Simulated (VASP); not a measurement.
# Ta2Ru (I4/mmm) in VASP: further runs

Ta2Ru is run at these levels: PBE; tasks: relaxation of cell and atoms, single point.

Everything below comes from runs of VASP 6.6.1. Logs are shortened: lines on timing, memory, paths and dates and some standing lists are left out, and cuts for length are marked.

### Step 1. The cell of the first run

Symmetry: I4/mmm, No. 139, tetragonal system. The conventional cell has a = 3.150 Å, b = 3.150 Å, c = 9.450 Å, α = 90.00°, β = 90.00°, γ = 90.00°. Ta (site symmetry 4mm) has 9 Ta at 2.73 to 3.15 Å and 5 Ru at 2.73 to 3.15 Å within 3.6 Å. Within 3.6 Å of Ru (site symmetry 4/mmm) lie 10 Ta at 2.73 to 3.15 Å and 4 Ru at 3.15 Å.

### Step 2. Relaxation of cell and atoms, PBE

Contents of INCAR:

```
ALGO = Normal
EDIFF = 1E-6
EDIFFG = -0.04
ENCUT = 600
GGA = PE
IBRION = 2
ISIF = 3
ISMEAR = 0
LASPH = T
LCHARG = F
LREAL = F
LWAVE = F
NELM = 80
NSW = 90
PREC = Accurate
SIGMA = 0.1
```

Contents of KPOINTS:

```
k-points
0
Gamma
  8 8 8
```

Contents of POSCAR:

```
Ta2Ru
1.0
   -1.5750472300      1.5750472300      4.7251416800
    1.5750472300     -1.5750472300      4.7251416800
    1.5750472300      1.5750472300     -4.7251416800
Ta Ru
2 1
Direct
    0.6666666700      0.6666666700      0.0000000000
    0.3333333300      0.3333333300      0.0000000000
    0.0000000000      0.0000000000      0.0000000000
```

Potentials or basis: VASP PAW PBE potentials, release 64 (Ta_pv, Ru_pv).

Started as:

```
$ cat potpaw_PBE.64/Ta_pv/POTCAR potpaw_PBE.64/Ru_pv/POTCAR > POTCAR
$ mpirun -np 1 vasp_std > vasp.out
```

OUTCAR:

```text
EDIFF = 1E-6
   EDIFFG = -0.04
   ENCUT = 600
   GGA = PE
   IBRION = 2
   ISIF = 3
   ISMEAR = 0
   LASPH = T
   LREAL = F
   NELM = 80
   NSW = 90
   PREC = Accurate

 ion  position               nearest neighbor table
   1  0.667  0.667  0.000-   2 2.73   2 2.73   2 2.73   2 2.73   3 2.73   3 2.73   3 2.73   3 2.73
                             3 3.15   2 3.15
   2  0.333  0.333  0.000-   1 2.73   1 2.73   1 2.73   1 2.73   3 2.73   3 2.73   3 2.73   3 2.73
                             3 3.15   1 3.15
   3  0.000  0.000  0.000-   1 2.73   1 2.73   1 2.73   2 2.73   1 2.73   2 2.73   2 2.73   2 2.73
                             1 3.15   2 3.15

  LATTYP: Found a body centered tetragonal cell.
 ALAT       =     3.1500944600
 C/A-ratio  =     2.9999999937

  Lattice vectors:

 A1 = (  -1.5750472300,   1.5750472300,   4.7251416800)
 A2 = (   1.5750472300,  -1.5750472300,   4.7251416800)
 A3 = (   1.5750472300,   1.5750472300,  -4.7251416800)

Analysis of symmetry for initial positions (statically):
=====================================================================
 Subroutine PRICEL returns:
 Original cell was already a primitive cell.

 Routine SETGRP: Setting up the symmetry group for a
 body centered tetragonal supercell.

 Subroutine GETGRP returns: Found 16 space group operations
 (whereof 16 operations were pure point group operations)
 out of a pool of 16 trial point group operations.

The static configuration has the point symmetry D_4h.

Analysis of symmetry for dynamics (positions and initial velocities):
=====================================================================
 Subroutine PRICEL returns:
 Original cell was already a primitive cell.

 Routine SETGRP: Setting up the symmetry group for a
 body centered tetragonal supercell.

 Subroutine GETGRP returns: Found 16 space group operations
 (whereof 16 operations were pure point group operations)
 out of a pool of 16 trial point group operations.

The dynamic configuration has the point symmetry D_4h.

 Subroutine INISYM returns: Found 16 space group operations
 (whereof 16 operations are pure point group operations),
 and found     1 'primitive' translations

----------------------------------------------------------------------------------------

                                     Primitive cell

  volume of cell :      46.8880
[... 113 lines left out ...]
  Fermi-wavevector in a.u.,A,eV,Ry     =   1.499069  2.832830 30.575126  2.247208
  Thomas-Fermi vector in A             =   2.610747
   LORBIT       =      0    0 simple, 1 ext, 2 COOP (PROOUT), +10 PAW based schemes
   GGA     = PE    functional components
   LHFCALC =     F    Hartree Fock is set to
   AEXX    =    0.0000 exact exchange contribution
   IVDW    =     0    specifies the selected vdW correction
   LEPSILON=     F    determine dielectric tensor
   LRPA    =     F    only Hartree local field effects (RPA)
 conjugate gradient relaxation of ions
 non-spin polarized calculation
 Gauss-broadening in eV      SIGMA  =   0.10
  energy-cutoff  :      600.00
  volume of cell :       46.89
 maximum number of plane-waves:      1580
 NGX is ok and might be reduce to    42
   NGX = 21   NGY = 21   NGZ = 21

--------------------------------------- Ionic step        1  -------------------------------------------

 number of electron      35.9999999 magnetization

 Free energy of the ion-electron system (eV)
  ---------------------------------------------------
  ext. energy  EPLUGINS =         0.00000000
  ---------------------------------------------------
  free energy    TOTEN  =       -33.50686868 eV

  energy without entropy =      -33.49387983  energy(sigma->0) =      -33.50037425

------------------------ aborting loop because EDIFF is reached ----------------------------------------

  FORCE on cell =-STRESS in cart. coord.  units (eV):
  Direction    XX          YY          ZZ          XY          YZ          ZX
  --------------------------------------------------------------------------------------
  -------------------------------------------------------------------------------------
  Total        5.3616292      5.3616292      5.7395570      0.0000000      0.0000000      0.0000000
  in kB      183.2083936    183.2083936    196.1222954      0.0000000      0.0000000      0.0000000
  external PRESSURE =     187.5130276 kB  Pullay stress =       0.0000000 kB
[... 92 lines left out ...]
  FREE ENERGIE OF THE ION-ELECTRON SYSTEM (eV)
  ---------------------------------------------------
  free  energy   TOTEN  =       -33.7170146610 eV

  energy  without entropy=      -33.7040515815  energy(sigma->0) =      -33.71053312

[... ionic steps 4 to 7 ...]

--------------------------------------- Ionic step        8  -------------------------------------------

 number of electron      36.0000000 magnetization

------------------------ aborting loop because EDIFF is reached ----------------------------------------
[... 69 lines left out ...]
--------------------------------------- Ionic step       10  -------------------------------------------

 number of electron      36.0000000 magnetization

 Free energy of the ion-electron system (eV)
  ---------------------------------------------------
  ext. energy  EPLUGINS =         0.00000000
  ---------------------------------------------------
  free energy    TOTEN  =       -33.73310657 eV

  energy without entropy =      -33.72028650  energy(sigma->0) =      -33.72669653

 E-fermi :   8.1642     XC(G=0): -12.9718

 val. band max:        8.1614742879   @ k =   0.3750   0.1250   0.1250
 cond. band min:       8.1730013315   @ k =   0.3750   0.3750   0.0000
 fundamental gap:      0.0115270436
 Fermi energy:         8.1641985266

 k-point     1 :       0.0000    0.0000    0.0000
  band No.  band energies     occupation
      1     -35.0023      2.00000
      2     -34.9850      2.00000
      3     -34.9850      2.00000
      4     -26.9234      2.00000
      5     -26.5989      2.00000
      6     -26.5989      2.00000
[... 589 lines left out ...]
     21       9.5408      0.00000
     22      10.6967      0.00000

 [... further k-points ...]

------------------------ aborting loop because EDIFF is reached ----------------------------------------

  FORCE on cell =-STRESS in cart. coord.  units (eV):
  Direction    XX          YY          ZZ          XY          YZ          ZX
  --------------------------------------------------------------------------------------
  -------------------------------------------------------------------------------------
  Total        0.0614653      0.0614653      0.0070344      0.0000000     -0.0000000      0.0000000
  in kB        1.9613731      1.9613731      0.2244682      0.0000000     -0.0000000      0.0000000
  external PRESSURE =       1.3824048 kB  Pullay stress =       0.0000000 kB
[... 18 lines left out ...]
  FREE ENERGIE OF THE ION-ELECTRON SYSTEM (eV)
  ---------------------------------------------------
  free  energy   TOTEN  =       -33.7331065668 eV

  energy  without entropy=      -33.7202865028  energy(sigma->0) =      -33.72669653

 reached required accuracy - stopping structural energy minimisation
```

OSZICAR:

```text
N       E                     dE             d eps       ncg     rms          rms(c)
DAV:   1     0.380266109525E+03    0.38027E+03   -0.22694E+04  2596   0.194E+03
DAV:   2    -0.220103531524E+02   -0.40228E+03   -0.39608E+03  2866   0.534E+02
[... 96 lines left out ...]
DAV:   2    -0.337366496321E+02   -0.10245E-02   -0.27218E-02  3192   0.113E+00    0.461E-01
DAV:   3    -0.337333643615E+02    0.32853E-02   -0.14554E-02  3234   0.760E-01    0.118E-01
DAV:   4    -0.337331003642E+02    0.26400E-03   -0.11430E-03  3058   0.251E-01    0.372E-02
DAV:   5    -0.337331045705E+02   -0.42064E-05   -0.45457E-05  3428   0.463E-02    0.214E-02
DAV:   6    -0.337331060616E+02   -0.14911E-05   -0.61605E-06  3218   0.174E-02    0.576E-03
DAV:   7    -0.337331065668E+02   -0.50517E-06   -0.40183E-07  1520   0.483E-03
  10 F= -.33733107E+02 E0= -.33726697E+02  d E =-.602410E-04
```

Wall time 6.3 min (1 thread of Intel Xeon 6975P-C (Granite Rapids), shared host); peak memory 0.32 GiB.

What came out:

- Free energy: -33.7331 eV
- Relaxed volume: 16.74 Å³/atom
- Relaxed cell: a = 5.389 Å, b = 5.389 Å, c = 5.389 Å, α = 145.41°, β = 145.41°, γ = 49.73°
- Space group after relaxing (to 0.1 Å): I4/mmm (No. 139)
- Energy gained by relaxing: 75.4 meV/atom
- Ionic steps: 10
- Pressure after relaxing: 0.1 GPa
- Largest force after relaxing: 0.006 eV/Å
- Band gap on the k mesh: zero (bands 18 and 19 overlap by 1.43 eV)

Forces in eV/Å, atoms in the order of the input:
```
Ta   0.000  0.000 -0.006
Ta   0.000  0.000  0.006
Ru   0.000  0.000  0.000
```

Step by step:
```csv
step,energy change (eV),largest force (eV/Å),pressure (GPa),volume (Å³)
1,0.0000,1.0708,18.75,46.89
2,0.8969,0.1707,-29.53,60.43
3,-0.2101,0.5033,-1.80,50.60
4,-0.2110,0.5287,-0.79,50.38
5,-0.2109,0.5368,-0.46,50.31
6,-0.2256,0.0164,0.56,50.11
7,-0.2256,0.0261,0.47,50.11
8,-0.2259,0.0149,-0.77,50.40
9,-0.2262,0.0188,-0.25,50.29
10,-0.2262,0.0064,0.14,50.21
```

Final structure:
```cif
data_structure
_symmetry_space_group_name_H-M 'P 1'
_symmetry_Int_Tables_number 1
_cell_length_a 5.3892
_cell_length_b 5.3892
_cell_length_c 5.3892
_cell_angle_alpha 145.409
_cell_angle_beta 145.409
_cell_angle_gamma 49.726
_cell_volume 50.21
loop_
_atom_site_label
_atom_site_type_symbol
_atom_site_fract_x
_atom_site_fract_y
_atom_site_fract_z
_atom_site_occupancy
Ta1 Ta 0.66254 0.66254 0.00000 1
Ta2 Ta 0.33746 0.33746 0.00000 1
Ru1 Ru 0.00000 0.00000 0.00000 1
```

Caveat: spin-orbit coupling is left out, which moves the levels of the heavy elements.

### Step 3. Single point, PBE, collinear spin, ferromagnetic start

This run uses another cell than the first one, of 16.74 Å³/atom.

Contents of INCAR:

```
SYSTEM = Ta2Ru
PREC = Accurate ; ENCUT = 520
EDIFF = 1E-7 ; ISMEAR = 0
SIGMA = 0.1 ; LREAL = .False.
LASPH = .True. ; NELM = 150
ALGO = Normal ; ISIF = 2
LWAVE = .False. ; LCHARG = .True.
ISPIN = 2 ; MAGMOM = 0 0 1
LORBIT = 11 ; LMAXMIX = 4
GGA = PE ; LELF = .True.
LVHAR = .True. ; NBANDS = 29
```

Contents of KPOINTS:

```
Automatic mesh
0
Gamma
  8 8 8
  0 0 0
```

Contents of POSCAR:

```
Ta2Ru
1.0
   -1.6028452275      1.6028452275      4.8869731230
    1.6028452275     -1.6028452275      4.8869731230
    1.6028452275      1.6028452275     -4.8869731230
Ta Ru
2 1
Direct
    0.6625363915      0.6625363915      0.0000000000
    0.3374636085      0.3374636085      0.0000000000
    0.0000000000      0.0000000000      0.0000000000
```

Potentials or basis: VASP PAW PBE potentials, release 64 (Ta_pv, Ru_pv).

Started as:

```
$ cat potpaw_PBE.64/Ta_pv/POTCAR potpaw_PBE.64/Ru_pv/POTCAR > POTCAR
$ mpirun -np 1 vasp_std > vasp.out
```

Wall time 3.1 min (1 thread of Intel Xeon 6975P-C (Granite Rapids), shared host); peak memory 0.37 GiB.

It converged, with:

| Quantity | Value |
| --- | --- |
| Free energy | -33.7338 eV |
| Pressure | 0.1 GPa |
| Band gap on the k mesh | zero (filled and empty bands overlap) |
| Net moment | 0.00 μB per cell |
| Valence electrons inside the program's atomic spheres | Ta 8.87; Ru 12.67 |

Levels at points of the mesh, in eV from the Fermi level:
Spin up:
| k point | band 14 | band 15 | band 16 | band 17 | band 18 | band 19 | band 20 | band 21 | band 22 | band 23 |
| --- | --- | --- | --- | --- | --- | --- | --- | --- | --- | --- |
| (0.00, 0.00, 0.00) | -3.49 | -2.18 | -2.18 | -2.01 | 0.85 | 0.85 | 1.46 | 1.71 | 1.73 | 1.73 |
| (0.50, 0.00, 0.00) | -3.07 | -2.82 | -1.95 | -0.80 | -0.74 | 0.42 | 0.60 | 1.04 | 1.56 | 1.81 |
| (0.50, 0.50, 0.00) | -3.42 | -3.03 | -1.68 | -1.49 | -0.34 | 0.06 | 0.80 | 2.50 | 4.21 | 4.40 |
| (0.50, 0.50, 0.50) | -2.32 | -2.32 | -1.81 | -1.36 | -0.34 | -0.34 | -0.08 | 1.16 | 1.37 | 4.18 |
Spin down:
| k point | band 14 | band 15 | band 16 | band 17 | band 18 | band 19 | band 20 | band 21 | band 22 | band 23 |
| --- | --- | --- | --- | --- | --- | --- | --- | --- | --- | --- |
| (0.00, 0.00, 0.00) | -3.49 | -2.18 | -2.18 | -2.01 | 0.85 | 0.85 | 1.46 | 1.71 | 1.73 | 1.73 |
| (0.50, 0.00, 0.00) | -3.07 | -2.82 | -1.95 | -0.80 | -0.74 | 0.42 | 0.60 | 1.04 | 1.56 | 1.81 |
| (0.50, 0.50, 0.00) | -3.42 | -3.03 | -1.68 | -1.49 | -0.34 | 0.06 | 0.80 | 2.50 | 4.21 | 4.40 |
| (0.50, 0.50, 0.50) | -2.32 | -2.32 | -1.81 | -1.36 | -0.34 | -0.34 | -0.08 | 1.16 | 1.37 | 4.18 |

Caveat: spin-orbit coupling is left out, which moves the levels of the heavy elements.
